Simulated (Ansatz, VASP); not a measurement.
Two plane-wave programs on AlAs

```xyz
2
Lattice="0.0000 2.8570 2.8570 2.8570 0.0000 2.8570 2.8570 2.8570 0.0000" Properties=species:S:1:pos:R:3 pbc="T T T"
Al    0.0000    0.0000    0.0000
As    1.4285    1.4285    1.4285
```

Alike in both runs: functional r2SCAN; k mesh 8 × 8 × 8; occupations fermi-dirac, width 0.02 eV; no spin polarisation.

Ansatz relaxed the structure, and its values are those at the end. VASP's run is a single point on that final structure, the one shown.

|  | VASP | Ansatz |
| --- | --- | --- |
| version | VASP 6.6.1 | Ansatz 0.2.0 |
| potentials or method | VASP PAW PBE potentials, release 64 (Al, As), cutoff 550 eV | PAW plane waves |
| valence electrons in the cell | 8 | 18 |

VASP gave:

```
gap on the k mesh at the Fermi level (eV) : 1.83
pressure (GPa)                            : -1.4
```

Q: What did Ansatz give for the same quantities?

A: gap on the k mesh at the Fermi level (eV): 1.84; pressure (GPa): -1.4.

VASP's potentials were made for PBE, not for r2SCAN. VASP's potentials hold 8 valence electrons a cell and Ansatz's 18, so a difference there can come from the potentials and not from the codes. Ansatz's warnings: stress scf threshold loose.
